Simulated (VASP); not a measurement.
Input of a VASP 6.6.1 run:

The input POSCAR:

```
PbO
1.0
    0.0000000000      2.7987768028      2.7987768028
    2.7987768028      0.0000000000      2.7987768028
    2.7987768028      2.7987768028      0.0000000000
Pb O
1 1
Direct
    0.0000000000      0.0000000000      0.0000000000
    0.2500000000      0.2500000000      0.2500000000
```

The input INCAR.step1:

```
SYSTEM = PbO
PREC = Accurate
ENCUT = 520
ISMEAR = -1
SIGMA = 0.02
LREAL = .FALSE.
LASPH = .TRUE.
NELM = 100
NBANDS = 17
GGA = PE
ALGO = Normal
EDIFF = 1E-4
LWAVE = .TRUE.
LCHARG = .FALSE.
```

Contents of INCAR.step2:

```
SYSTEM = PbO
PREC = Accurate
ENCUT = 520
EDIFF = 1E-7
ISMEAR = -1
SIGMA = 0.02
LREAL = .FALSE.
LASPH = .TRUE.
NELM = 100
ALGO = Normal
ISIF = 2
LWAVE = .FALSE.
LCHARG = .FALSE.
METAGGA = R2SCAN
LMIXTAU = .TRUE.
NBANDS = 17
ISTART = 1
```

File KPOINTS:

```
Automatic mesh
0
G
  8 8 8
  0 0 0
```

Potentials or basis: VASP PAW PBE potentials, release 64 (Pb_d, O).

Command:

```console
$ cat potpaw_PBE.64/Pb_d/POTCAR potpaw_PBE.64/O/POTCAR > POTCAR
$ cp INCAR.step1 INCAR
$ mpirun -np 1 vasp_std > vasp.out
$ cp INCAR.step2 INCAR
$ mpirun -np 1 vasp_std > vasp.out
```

(1) Predict the pressure.

(2) Estimate the band gap on the k mesh.

Results:

(1) 0.3 GPa.

(2) 0.61 eV (least direct gap 0.79 eV).

Caveat: the structure was generated, so it needn't be the stable form of PbO; the PAW data sets were made with another functional, which shifts forces and pressure a little; spin-orbit coupling is left out, which moves the levels of the heavy elements.
